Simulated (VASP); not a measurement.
CdI2, 6 atoms in the cell. Symmetry: P-3m1, No. 164, trigonal system. Conventional cell: a = 4.221 Å, b = 4.221 Å, c = 13.648 Å, α = 90.00°, β = 90.00°, γ = 120.00°. Within 3.9 Å of Cd (site symmetry 3m) lie 6 I at 2.97 Å. I (site symmetry 3m) has 3 Cd at 2.97 Å within 3.9 Å. Within 3.9 Å of I (site symmetry 3m) lie 3 Cd at 2.97 Å.  This cell differs from its parent crystal: the distance across one plane changed.

* Program: VASP 6.6.1
* Task: single point
* Functional: PBEsol
* Potentials or basis: VASP PAW PBE potentials, release 64 (Cd, I)
* Cutoff: 500 eV
* k mesh: 7 × 7 × 2
* Occupations: gaussian, width 0.05 eV
* Spin: no spin polarisation
* Dipole correction: no
* Further INCAR settings: ALGO = Normal; EDIFF = 1e-06; NBANDS = 35

Potentials or basis: VASP PAW PBE potentials, release 64 (Cd, I).

Command:

```bash
$ cat potpaw_PBE.64/Cd/POTCAR potpaw_PBE.64/I/POTCAR > POTCAR
$ mpirun -np 1 vasp_std > vasp.out
```

Hardware: 1 thread of Intel Xeon 8259CL (shared host).

Question: Estimate the wall time of this run.

Answer: It took 120 s on 1 thread of Intel Xeon 8259CL, on a shared host, peak memory 0.35 GiB. Counts: scf iterations 14, k points 16.
